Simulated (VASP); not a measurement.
Wanted: the native input for a VASP 6.6.1 run.

```yaml
Task: single point
Functional: RPBE
Potentials_or_basis: VASP PAW PBE potentials, release 64 (Tl_d)
Cutoff: 520 eV
k_mesh: 11 × 11 × 11
Occupations: fermi-dirac, width 0.1 eV
Spin: no spin polarisation
Dipole_correction: no
Further_INCAR_settings: ALGO = Normal; EDIFF = 1e-07; NBANDS = 12
```

The structure of Tl lies in POSCAR:

```
Tl
1.0
    3.2913836436      0.0000000000      0.0000000000
    0.0000000000      3.2913836436      0.0000000000
    0.0000000000      0.0000000000      3.2913836436
Tl
1
Direct
    0.0000000000      0.0000000000      0.0000000000
```

This cell differs from its parent crystal: volume scaled by 0.96.

The input as run:

INCAR

```
PREC = Accurate
ENCUT = 520
EDIFF = 1E-7
ISMEAR = -1
SIGMA = 0.1
LREAL = F
LASPH = T
NELM = 100
ALGO = Normal
ISIF = 2
LWAVE = F
LCHARG = F
GGA = RP
NBANDS = 12
```

KPOINTS

```
regular mesh
0
Gamma
  11 11 11
```

Potentials or basis: VASP PAW PBE potentials, release 64 (Tl_d).

The run is started by

```bash
$ cat potpaw_PBE.64/Tl_d/POTCAR > POTCAR
$ mpirun -np 1 vasp_std > vasp.out
```

Results of the run:

The pressure is 0.7 GPa.

Caveat: the PAW data sets were made with another functional, which shifts forces and pressure a little.

It took 7 s on 1 thread of Intel(R) Xeon(R) Platinum 8488C (Sapphire Rapids) (shared host), peak memory 0.15 GiB.
